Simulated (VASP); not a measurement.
**C: single point with PBE+D3(BJ)**

Slab: C, a slab with vacuum.

```
C
1.0
     2.28100    0.00000    0.00000
    -1.14050    1.97540    0.00000
     0.00000    0.00000   26.00242
C
2
Direct
  0.66667 0.33333 0.50825
  0.33333 0.66667 0.49175
```

```
Program             : VASP 6.6.1
Task                : single point
Functional          : PBE
Dispersion          : D3(BJ)
Potentials or basis : VASP PAW PBE potentials, release 64 (C)
Cutoff              : 520 eV
k mesh              : 21 × 21 × 1
Occupations         : gaussian, width 0.1 eV
Spin                : no spin polarisation
```

```yaml
Largest_force: 7.140 eV/Å
Band_gap_on_the_k_mesh: zero (filled and empty bands touch)
Dispersion_energy_per_atom: -0.080 eV
Work_function_of_the_upper_face: 3.84 eV
Work_function_of_the_lower_face: 3.84 eV
```

Forces in eV/Å, atoms in the order of the input:
```
C    0.000  0.000 -7.140
C    0.000  0.000  7.140
```

Levels at points of the mesh, in eV from the Fermi level:
| k point | band 1 | band 2 | band 3 | band 4 | band 5 | band 6 | band 7 | band 8 |
| --- | --- | --- | --- | --- | --- | --- | --- | --- |
| (0.00, 0.00, 0.00) | -20.70 | -8.62 | -0.69 | -0.69 | 1.48 | 3.61 | 3.87 | 4.37 |

Run time: 2.4 min on 1 thread of AMD EPYC 7R13 Processor (Zen 3), on a shared host, peak memory 0.22 GiB.
